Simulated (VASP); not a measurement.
HfC:

```
Hf C
1.0
     2.90089    0.00000    0.00000
     0.00000    2.90089    0.00000
     0.00000    0.00000    2.90089
Hf C
1 1
Direct
  0.00000 0.00000 0.00000
  0.50000 0.50000 0.50000
```

Base run:

| Item | Value |
| --- | --- |
| Program | VASP 6.6.1 |
| Functional | PBEsol |
| Potentials or basis | VASP PAW PBE potentials, release 64 (Hf_pv, C) |
| Cutoff | 520 eV |
| k mesh | 12 × 12 × 12 |
| Occupations | gaussian, width 0.05 eV |
| Spin | no spin polarisation |

Its results: band gap on the k mesh zero (band 7 reaches 7.55 eV, above the bottom of band 8 at 5.58 eV); pressure -8.1 GPa.

**Question.** The run is repeated on the same cell with these changes: functional from PBEsol to r2SCAN. What comes out?

**Answer.** Band gap on the k mesh zero (band 7 reaches 7.71 eV, above the bottom of band 8 at 5.84 eV); pressure -4.5 GPa.

Caveats: the PAW data sets were made with another functional, which shifts forces and pressure a little; spin-orbit coupling is left out, which moves the levels of the heavy elements.
